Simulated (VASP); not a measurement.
Wanted: the native input for a VASP 6.6.1 run.

- Task: single point
- Functional: PBE
- Potentials or basis: VASP PAW PBE potentials, release 64 (Mo_sv, H)
- Cutoff: 520 eV
- k mesh: 10 × 10 × 1
- Occupations: gaussian, width 0.1 eV
- Spin: collinear spin
- Starting moments: [0.0, 0.0, 0.0, 1.0] μB
- Dipole correction: yes
- Further INCAR settings: ALGO = Normal; EDIFF = 1e-06; NBANDS = 34

The structure of Mo3H lies in POSCAR:

```
Mo3H
1.0
    2.7370454666      0.0000000000      0.0000000000
   -0.9123484889      2.5805112132      0.0000000000
    0.0000000000      0.0000000000     21.3082440588
Mo H
3 1
Direct
    0.5000000000      0.5000000000      0.1877207708
    0.0000000000      0.0000000000      0.2888166433
    0.5000000000      0.5000000000      0.3899074948
    0.8333333333      0.8333333333      0.4495088395
```

These files were run (other wordings do the same):

INCAR

```
SYSTEM = Mo3H
PREC     = Accurate       ! precision mode
ENCUT    = 520            ! plane-wave cutoff, eV
EDIFF    = 1E-6           ! SCF threshold, eV
ISMEAR   = 0              ! smearing method
SIGMA    = 0.1            ! smearing width, eV
LREAL    = .False.        ! projectors in reciprocal space
LASPH    = .True.         ! aspherical terms in the spheres
NELM     = 150            ! most SCF steps
ALGO     = Normal         ! electronic algorithm
ISIF     = 2              ! what is computed and relaxed
LWAVE    = .False.        ! write WAVECAR
LCHARG   = .False.        ! write CHGCAR
ISPIN    = 2              ! spin polarisation
MAGMOM   = 0 0 0 1        ! initial moments
LORBIT   = 11             ! projections on sites
LMAXMIX  = 4              ! l up to which the mixer works
LDIPOL   = .True.       
IDIPOL   = 3            
DIPOL    = 0.5 0.5 0.329
GGA      = PE             ! functional
NBANDS   = 34             ! bands
```

KPOINTS

```
Automatic mesh
0
Gamma
  10 10 1
  0 0 0
```

Potentials or basis: VASP PAW PBE potentials, release 64 (Mo_sv, H).

Run with:

```sh
$ cat potpaw_PBE.64/Mo_sv/POTCAR potpaw_PBE.64/H/POTCAR > POTCAR
$ mpirun -np 1 vasp_std > vasp.out
```

It gave:

```json
{
  "Largest force": "1.979 eV/Å",
  "Net moment": "0.00 μB per cell",
  "Valence electrons inside the program's atomic spheres": "Mo 12.42, 12.55, 12.54; H 0.55"
}
```

It took 4.4 min on 1 thread of Intel(R) Xeon(R) 6975P-C (Granite Rapids) (shared host), peak memory 0.42 GiB.
